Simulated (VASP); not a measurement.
Input of a VASP 6.6.1 run:

INCAR

```
PREC = Accurate
ENCUT = 400
EDIFF = 1E-6
ISMEAR = 0
SIGMA = 0.04
LREAL = False
LASPH = True
NELM = 120
ALGO = Normal
ISIF = 2
LWAVE = False
LCHARG = False
LDIPOL = True
IDIPOL = 3
DIPOL = 0.5 0.5 0.681
NBANDS = 12
GGA_COMPAT = False
NELMDL = -8
```

The input KPOINTS:

```
Automatic mesh
0
Gamma
  12 12 1
```

File POSCAR:

```
As
1.0
    3.5128969272      0.0000000000      0.0000000000
   -1.7564484636      3.0422579798      0.0000000000
    0.0000000000      0.0000000000     23.6230301333
As
2
Direct
    0.6666666667      0.3333333333      0.6520749652
    0.0000000000      1.0000000000      0.7108740044
```

Potentials or basis: VASP PAW LDA potentials, release 64 (As).

The run is started by

```bash
$ cat potpaw_LDA.64/As/POTCAR > POTCAR
$ mpirun -np 1 vasp_std > vasp.out
```

(1) Predict the band gap on the k mesh.

(2) Estimate the largest force.

Results:

(1) 1.40 eV (least direct gap 2.10 eV).

(2) 0.030 eV/Å.
